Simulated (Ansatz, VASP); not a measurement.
F: VASP beside Ansatz

The input INCAR:

```
SYSTEM = F
PREC = Accurate ; ENCUT = 520
EDIFF = 1E-6 ; ISMEAR = 0
SIGMA = 0.05 ; LREAL = .FALSE.
LASPH = .TRUE. ; NELM = 80
ALGO = Normal ; ISIF = 2
LWAVE = .FALSE. ; LCHARG = .FALSE.
GGA = PS ; NBANDS = 22
```

The input KPOINTS:

```
Automatic mesh
0
G
  4 4 2
  0 0 0
```

POSCAR

```
F
1.0
    3.2389009936     -1.8615074069     -0.2498119861
    3.2389009936      1.8615074069     -0.2498119861
   -2.4354061261      0.0000000000      7.4548272690
F
4
Direct
    0.0848459664      0.0848459664      0.0860117137
    0.9151540336      0.9151540336      0.9139882863
    0.5015719855      0.5015719855      0.5937195244
    0.4984280145      0.4984280145      0.4062804756
```

Input for Ansatz:

```yaml
crystal:
  lattice:
    - [3.2389009936, -1.8615074069, -0.2498119861]
    - [3.2389009936, 1.8615074069, -0.2498119861]
    - [-2.4354061261, 0.0, 7.454827269]
  atoms:
    - { symbol: F, position: [0.0848459664, 0.0848459664, 0.0860117137] }
    - { symbol: F, position: [0.9151540336, 0.9151540336, 0.9139882863] }
    - { symbol: F, position: [0.5015719855, 0.5015719855, 0.5937195244] }
    - { symbol: F, position: [0.4984280145, 0.4984280145, 0.4062804756] }
basis:
  ecutwfc: 520.0
kpoints:
  mp_grid: { grid: [4, 4, 2] }
hamiltonian:
  xc: pbesol
scf:
  occupations: { method: gaussian, width: 0.05 }
output:
  forces: true
  stress: true
  eigenvalues: true
```

Alike in both runs: task single point; functional PBEsol; k mesh 4 × 4 × 2; occupations gaussian, width 0.05 eV; no spin polarisation.

```csv
,VASP,Ansatz
version,VASP 6.6.1,Ansatz 0.2.0
potentials or method,"VASP PAW PBE potentials, release 64 (F), cutoff 520 eV","scalar-relativistic, plane waves, PAW"
valence electrons in the cell,28,28
```

Ansatz gave:

| Property | Result |
| --- | --- |
| gap on the k mesh at the Fermi level (eV) | 2.46 |
| least direct gap on the mesh (eV) | 2.49 |
| pressure (GPa) | -1.1 |
| traceless stress, the component that is largest in VASP (GPa) | 2.45 |
| rms of the force components (eV/Å) | 0.876 |

Task: Estimate VASP's values.

Result: gap on the k mesh at the Fermi level (eV): 2.40; least direct gap on the mesh (eV): 2.43; pressure (GPa): -0.8; traceless stress, the component that is largest in VASP (GPa): 2.73; rms of the force components (eV/Å): 0.877.

VASP's potentials were made for PBE, not for PBEsol. Atom by atom the forces differ by 0.236 eV/Å (rms over components). The functional is the same, so the differences come from potentials, cutoffs and numerics.

The k mesh is coarse, so the values compare programs but aren't converged.
